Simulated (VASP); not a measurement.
Runs of VASP 6.6.1 on BN. The structure is that of space group P6_3/mmc (No. 194), or close to it. The cells are those of the table. 

```tsv
task	level	cell	cutoff (eV)	gap on the mesh (eV)	pressure (GPa)
relaxation of cell and atoms	PBEsol	relaxed to 8 GPa from a = 2.498, b = 2.498, c = 6.249 Å, angles 90.0, 90.0, 120.0°, 4 atoms	600	3.99	8.0
single point	revPBE	a = 2.480, b = 2.480, c = 5.456 Å, angles 90.0, 90.0, 120.0°, 4 atoms	520	4.03	(a)
single point	PBEsol	a = 2.480, b = 2.480, c = 5.456 Å, angles 90.0, 90.0, 120.0°, 4 atoms	520	3.83	15.4
single point	PBEsol	a = 2.498, b = 2.498, c = 6.249 Å, angles 90.0, 90.0, 120.0°, 4 atoms	520	4.04	3.3
relaxation of cell and atoms	PBEsol	relaxed to 3 GPa from a = 2.504, b = 2.504, c = 7.034 Å, angles 90.0, 90.0, 120.0°, 4 atoms	600	4.03	3.0
relaxation of cell and atoms	PBEsol	relaxed to 15 GPa from a = 2.490, b = 2.490, c = 5.803 Å, angles 90.0, 90.0, 120.0°, 4 atoms	600	(c)	15.0
single point	PBEsol	a = 2.504, b = 2.504, c = 7.034 Å, angles 90.0, 90.0, 120.0°, 4 atoms	520	(b)	0.3
```

Alike in all rows: potentials or basis VASP PAW PBE potentials, release 64 (B, N); no spin polarisation; k mesh 12 × 12 × 4; smearing gaussian 0.01 eV.

Task: Estimate the missing entries.

Result: (a) 23.0; (b) 4.26; (c) 3.82.

Caveats: the PAW data sets were made with another functional, which shifts forces and pressure a little; the cell is relaxed towards a set pressure, so the run minimises the enthalpy, not the energy (at least some runs); the cell stands under pressure (at least some runs); this functional lacks dispersion, which binds layers or chains, so the pressure and a relaxed spacing across them are unreliable (at least some runs).

A k mesh can miss the band edges.
